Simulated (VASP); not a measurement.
# PbS (Galena) (Fm-3m) in VASP: notebook

PbS (Galena) is run at these levels: LDA; tasks: single point.

Everything below comes from runs of VASP 6.6.1. Logs are shortened: lines on timing, memory, paths and dates and some standing lists are left out, and cuts for length are marked.

**1. The cell of the first run**

Symmetry: Fm-3m, No. 225, cubic system. The conventional cell has a = 5.810 Å, b = 5.810 Å, c = 5.810 Å, α = 90.00°, β = 90.00°, γ = 90.00°. Pb (site symmetry m-3m) has 6 S at 2.91 Å within 3.8 Å. S (site symmetry m-3m) has 6 Pb at 2.91 Å within 3.8 Å.

**2. Single point, LDA**

File INCAR:

```
  PREC = Accurate
  ENCUT = 500
  EDIFF = 1E-6
  ISMEAR = 0
  SIGMA = 0.01
  LREAL = False
  LASPH = True
  NELM = 120
  ALGO = Normal
  ISIF = 2
  LWAVE = False
  LCHARG = False
  NBANDS = 17
  GGA_COMPAT = False
```

File KPOINTS:

```
Automatic mesh
0
Gamma
  6 6 6
```

File POSCAR:

```
PbS
1.0
    0.0000000000      2.9052075019      2.9052075019
    2.9052075019      0.0000000000      2.9052075019
    2.9052075019      2.9052075019      0.0000000000
Pb S
1 1
Direct
    0.0000000000      0.0000000000      0.0000000000
    0.5000000000      0.5000000000      0.5000000000
```

Potentials or basis: VASP PAW LDA potentials, release 64 (Pb_d, S).

On the command line:

```sh
$ cat potpaw_LDA.64/Pb_d/POTCAR potpaw_LDA.64/S/POTCAR > POTCAR
$ mpirun -np 1 vasp_std > vasp.out
```

OUTCAR:

```text
PREC = Accurate
   ENCUT = 500
   EDIFF = 1E-6
   ISMEAR = 0
   LREAL = False
   LASPH = True
   NELM = 120
   ISIF = 2

 ion  position               nearest neighbor table
   1  0.000  0.000  0.000-   2 2.91   2 2.91   2 2.91   2 2.91   2 2.91   2 2.91
   2  0.500  0.500  0.500-   1 2.91   1 2.91   1 2.91   1 2.91   1 2.91   1 2.91

  LATTYP: Found a face centered cubic cell.
 ALAT       =     5.8104150038

  Lattice vectors:

 A1 = (   0.0000000000,   2.9052075019,   2.9052075019)
 A2 = (   2.9052075019,   0.0000000000,   2.9052075019)
 A3 = (   2.9052075019,   2.9052075019,   0.0000000000)

Analysis of symmetry for initial positions (statically):
=====================================================================
 Subroutine PRICEL returns:
 Original cell was already a primitive cell.

 Routine SETGRP: Setting up the symmetry group for a
 face centered cubic supercell.

 Subroutine GETGRP returns: Found 48 space group operations
 (whereof 48 operations were pure point group operations)
 out of a pool of 48 trial point group operations.

The static configuration has the point symmetry O_h .

Analysis of symmetry for dynamics (positions and initial velocities):
=====================================================================
 Subroutine PRICEL returns:
 Original cell was already a primitive cell.

 Routine SETGRP: Setting up the symmetry group for a
 face centered cubic supercell.

 Subroutine GETGRP returns: Found 48 space group operations
 (whereof 48 operations were pure point group operations)
 out of a pool of 48 trial point group operations.

The dynamic configuration has the point symmetry O_h .

 Subroutine INISYM returns: Found 48 space group operations
 (whereof 48 operations are pure point group operations),
 and found     1 'primitive' translations

----------------------------------------------------------------------------------------

                                     Primitive cell

  volume of cell :      49.0412

  direct lattice vectors                    reciprocal lattice vectors
     0.000000000  2.905207502  2.905207502    -0.172104746  0.172104746  0.172104746
     2.905207502  0.000000000  2.905207502     0.172104746 -0.172104746  0.172104746
     2.905207502  2.905207502  0.000000000     0.172104746  0.172104746 -0.172104746

  length of vectors
     4.108583851  4.108583851  4.108583851     0.298094165  0.298094165  0.298094165

  position of ions in fractional coordinates (direct lattice)
     0.000000000  0.000000000  0.000000000
     0.500000000  0.500000000  0.500000000

  ion indices of the primitive-cell ions
   primitive index   ion index
                 1           1
                 2           2

----------------------------------------------------------------------------------------

 KPOINTS: Automatic mesh

Automatic generation of k-mesh.
 Grid dimensions read from file:
 generate k-points for:    6    6    6

 Generating k-lattice:

  Cartesian coordinates                     Fractional coordinates (reciprocal lattice)
    -0.028684124  0.028684124  0.028684124     0.166666667  0.000000000  0.000000000
     0.028684124 -0.028684124  0.028684124     0.000000000  0.166666667  0.000000000
     0.028684124  0.028684124 -0.028684124     0.000000000  0.000000000  0.166666667

  Length of vectors
     0.049682361  0.049682361  0.049682361

  Shift w.r.t. Gamma in fractional coordinates (k-lattice)
     0.000000000  0.000000000  0.000000000

 Subroutine IBZKPT returns following result:
 ===========================================

 Found     16 irreducible k-points:

 Following reciprocal coordinates:
            Coordinates               Weight
  0.000000  0.000000  0.000000      1.000000
  0.166667  0.000000  0.000000      8.000000
  0.333333  0.000000  0.000000      8.000000
  0.500000  0.000000  0.000000      4.000000
  0.166667  0.166667  0.000000      6.000000
  0.333333  0.166667  0.000000     24.000000
[... 8 lines left out ...]
 -0.333333  0.333333  0.166667     24.000000
 -0.333333  0.500000  0.166667     12.000000
   k-points           NKPTS =     16   k-points in BZ     NKDIM =     16   number of bands    NBANDS=     17
   number of dos      NEDOS =    301   number of ions     NIONS =      2
   total plane-waves  NPLWV =  27000
   dimension x,y,z NGX =    30 NGY =   30 NGZ =   30
   dimension x,y,z NGXF=    60 NGYF=   60 NGZF=   60
   ions per type =               1   1
   NGX,Y,Z   is equivalent  to a cutoff of  12.14, 12.14, 12.14 a.u.
   NGXF,Y,Z  is equivalent  to a cutoff of  24.28, 24.28, 24.28 a.u.
 SYSTEM =  unknown system
   PREC   = accura    normal or accurate (medium, high low for compatibility)
   ISTART =      0    job   : 0-new  1-cont  2-samecut
   ICHARG =      2    charge: 1-file 2-atom 10-const
   ISPIN  =      1    spin polarized calculation?
   LNONCOLLINEAR =      F non collinear calculations
   LSORBIT =      F    spin-orbit coupling
   LASPH  =      T    aspherical Exc in radial PAW
   ENCUT  =  500.0 eV  36.75 Ry    6.06 a.u.   7.49  7.49  7.49*2*pi/ulx,y,z
   NELM   =    120;   NELMIN=  2; NELMDL= -5     # of ELM steps
   EDIFF  = 0.1E-05   stopping-criterion for ELM
   LREAL  =      F    real-space projection
[... 7 lines left out ...]
   TEBEG  =    0.0;   TEEND  =   0.0 temperature during run
   PSTRESS=    0.0 pullay stress
   NELECT =      20.0000    total number of electrons
   NUPDOWN=      -1.0000    fix difference up-down
   EMIN   =  10.00;   EMAX   =-10.00  energy-range for DOS
   EFERMI =   0.00;   METHOD = LEGACY
   ISMEAR =     0;   SIGMA  =   0.01  broadening in eV -4-tet -1-fermi 0-gaus
   EFERMI_NEDOS =   21; number of points for ismear=-14 and -15
   IALGO  =     38    algorithm
   IMIX   =      4    mixing-type and parameters
     AMIX     =   0.40;   BMIX     =  1.00
     AMIX_MAG =   1.60;   BMIX_MAG =  1.00
  volume/ion in A,a.u.               =      24.52       165.47
  Fermi-wavevector in a.u.,A,eV,Ry     =   1.214034  2.294192 20.053350  1.473880
  Thomas-Fermi vector in A             =   2.349467
   LORBIT       =      0    0 simple, 1 ext, 2 COOP (PROOUT), +10 PAW based schemes
   GGA     = CA    functional components
   LHFCALC =     F    Hartree Fock is set to
   AEXX    =    0.0000 exact exchange contribution
   IVDW    =     0    specifies the selected vdW correction
   LEPSILON=     F    determine dielectric tensor
   LRPA    =     F    only Hartree local field effects (RPA)
 non-spin polarized calculation
 Gauss-broadening in eV      SIGMA  =   0.01
  energy-cutoff  :      500.00
  volume of cell :       49.04
 maximum number of plane-waves:      1267
 NGX is ok and might be reduce to    30
   NGX = 15   NGY = 15   NGZ = 15

 number of electron      19.9999993 magnetization

 Free energy of the ion-electron system (eV)
  ---------------------------------------------------
  ext. energy  EPLUGINS =         0.00000000
  ---------------------------------------------------
  free energy    TOTEN  =        -9.99856722 eV

  energy without entropy =       -9.99851580  energy(sigma->0) =       -9.99854151

 E-fermi :   6.4947     XC(G=0): -10.3203

 val. band max:        6.4828332104   @ k =   0.5000   0.0000   0.0000
 cond. band min:       6.5065149119   @ k =   0.5000   0.0000   0.0000
 fundamental gap:      0.0236817014
 Fermi energy:         6.4946740612

 k-point     1 :       0.0000    0.0000    0.0000
  band No.  band energies     occupation
      1     -10.4633      2.00000
      2     -10.4633      2.00000
      3     -10.4633      2.00000
      4     -10.4575      2.00000
      5     -10.4575      2.00000
      6      -7.7309      2.00000
[... 9 lines left out ...]
     16      12.9241      0.00000
     17      14.6878      0.00000

 k-point     2 :       0.1667    0.0000    0.0000
  band No.  band energies     occupation
      1     -10.4691      2.00000
      2     -10.4691      2.00000
      3     -10.4623      2.00000
      4     -10.4472      2.00000
      5     -10.4472      2.00000
      6      -7.4683      2.00000
[... 9 lines left out ...]
     16      13.5686      0.00000
     17      16.7693      0.00000

 k-point     3 :       0.3333    0.0000    0.0000
  band No.  band energies     occupation
      1     -10.4893      2.00000
      2     -10.4893      2.00000
      3     -10.4617      2.00000
      4     -10.4176      2.00000
      5     -10.4176      2.00000
      6      -6.7874      2.00000
[... 9 lines left out ...]
     16      15.0116      0.00000
     17      18.8663      0.00000

 k-point     4 :       0.5000    0.0000    0.0000
  band No.  band energies     occupation
      1     -10.4995      2.00000
      2     -10.4995      2.00000
      3     -10.4619      2.00000
      4     -10.4026      2.00000
      5     -10.4026      2.00000
      6      -6.2855      2.00000
[... 9 lines left out ...]
     16      16.4109      0.00000
     17      17.0095      0.00000

 k-point     5 :       0.1667    0.1667    0.0000
  band No.  band energies     occupation
      1     -10.4906      2.00000
      2     -10.4719      2.00000
      3     -10.4491      2.00000
      4     -10.4443      2.00000
      5     -10.4443      2.00000
      6      -7.3702      2.00000
[... 9 lines left out ...]
     16      14.9014      0.00000
     17      15.8279      0.00000

 k-point     6 :       0.3333    0.1667    0.0000
  band No.  band energies     occupation
      1     -10.5266      2.00000
      2     -10.4705      2.00000
      3     -10.4610      2.00000
      4     -10.4276      2.00000
      5     -10.4137      2.00000
      6      -6.8042      2.00000
[... 9 lines left out ...]
     16      15.9733      0.00000
     17      17.9842      0.00000
[... 121 lines left out ...]
 k-point    13 :       0.5000    0.5000    0.0000
  band No.  band energies     occupation
      1     -10.6732      2.00000
      2     -10.4979      2.00000
      3     -10.4239      2.00000
      4     -10.3835      2.00000
      5     -10.3835      2.00000
      6      -5.7277      2.00000
[... 9 lines left out ...]
     16      18.6650      0.00000
     17      18.6652      0.00000

 k-point    14 :       0.5000    0.3333    0.1667
  band No.  band energies     occupation
      1     -10.5681      2.00000
      2     -10.4656      2.00000
      3     -10.4623      2.00000
      4     -10.4139      2.00000
      5     -10.4053      2.00000
      6      -6.2181      2.00000
[... 9 lines left out ...]
     16      17.0266      0.00000
     17      17.4605      0.00000

 k-point    15 :      -0.3333    0.3333    0.1667
  band No.  band energies     occupation
      1     -10.5831      2.00000
      2     -10.4683      2.00000
      3     -10.4416      2.00000
      4     -10.4355      2.00000
      5     -10.3934      2.00000
      6      -5.8458      2.00000
[... 9 lines left out ...]
     16      17.7836      0.00000
     17      18.2286      0.00000

 k-point    16 :      -0.3333    0.5000    0.1667
  band No.  band energies     occupation
      1     -10.6298      2.00000
      2     -10.4708      2.00000
      3     -10.4464      2.00000
      4     -10.4137      2.00000
      5     -10.3835      2.00000
      6      -5.6960      2.00000
[... 9 lines left out ...]
     16      18.4149      0.00000
     17      18.6487      0.00000

------------------------ aborting loop because EDIFF is reached ----------------------------------------

  FORCE on cell =-STRESS in cart. coord.  units (eV):
  Direction    XX          YY          ZZ          XY          YZ          ZX
  --------------------------------------------------------------------------------------
  -------------------------------------------------------------------------------------
  Total        0.2416199      0.2416199      0.2416199     -0.0000000     -0.0000000      0.0000000
  in kB        7.8937214      7.8937214      7.8937214     -0.0000000     -0.0000000      0.0000000
  external PRESSURE =       7.8937214 kB  Pullay stress =       0.0000000 kB

 VOLUME and BASIS-vectors are now :
 -----------------------------------------------------------------------------
  energy-cutoff  :      500.00
  volume of cell :       49.04
      direct lattice vectors                 reciprocal lattice vectors
     0.000000000  2.905207502  2.905207502    -0.172104746  0.172104746  0.172104746
     2.905207502  0.000000000  2.905207502     0.172104746 -0.172104746  0.172104746
     2.905207502  2.905207502  0.000000000     0.172104746  0.172104746 -0.172104746

 POSITION                                       TOTAL-FORCE (eV/Angst)
 -----------------------------------------------------------------------------------
      0.00000      0.00000      0.00000         0.000000     -0.000000      0.000000
      2.90521      2.90521      2.90521        -0.000000      0.000000     -0.000000
 -----------------------------------------------------------------------------------
    total drift:                               -0.000000      0.000000      0.000000

  FREE ENERGIE OF THE ION-ELECTRON SYSTEM (eV)
  ---------------------------------------------------
  free  energy   TOTEN  =        -9.9985672197 eV

  energy  without entropy=       -9.9985157969  energy(sigma->0) =       -9.99854151
```

Wall time 12 s (1 thread of Intel Xeon 6975P-C, shared host); peak memory 0.15 GiB.

What came out:

| Quantity | Value |
| --- | --- |
| Free energy | -9.9986 eV |
| Pressure | 0.8 GPa |

Caveat: spin-orbit coupling is left out, which moves the levels of the heavy elements.

[end of part 1 of 2]
